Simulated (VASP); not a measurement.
P, 1 atom in the cell. Symmetry: P6/mmm, No. 191, hexagonal system. Conventional cell: a = 2.213 Å, b = 2.213 Å, c = 2.085 Å, α = 90.00°, β = 90.00°, γ = 120.00°. Within 2.8 Å of P (site symmetry 6/mmm) lie 8 P at 2.08 to 2.21 Å. 

```yaml
Program: VASP 6.6.1
Task: single point
Functional: PBE
Potentials_or_basis: VASP PAW PBE potentials, release 64 (P)
Cutoff: 520 eV
k_mesh: 18 × 18 × 17
Occupations: fermi-dirac, width 0.05 eV
Spin: no spin polarisation
Dipole_correction: no
Further_INCAR_settings: ALGO = Normal; EDIFF = 1e-06; NBANDS = 8
```

Potentials or basis: VASP PAW PBE potentials, release 64 (P).

Command:

```bash
$ cat potpaw_PBE.64/P/POTCAR > POTCAR
$ mpirun -np 1 vasp_std > vasp.out
```

Hardware: 1 thread of Intel(R) Xeon(R) Platinum 8559C (Emerald Rapids), with other jobs on the host.

Q: Estimate the wall time of this run.

A: It took 4.6 s on 1 thread of Intel(R) Xeon(R) Platinum 8559C (Emerald Rapids) (shared host), peak memory 0.12 GiB. Counts: scf iterations 9, k points 333.
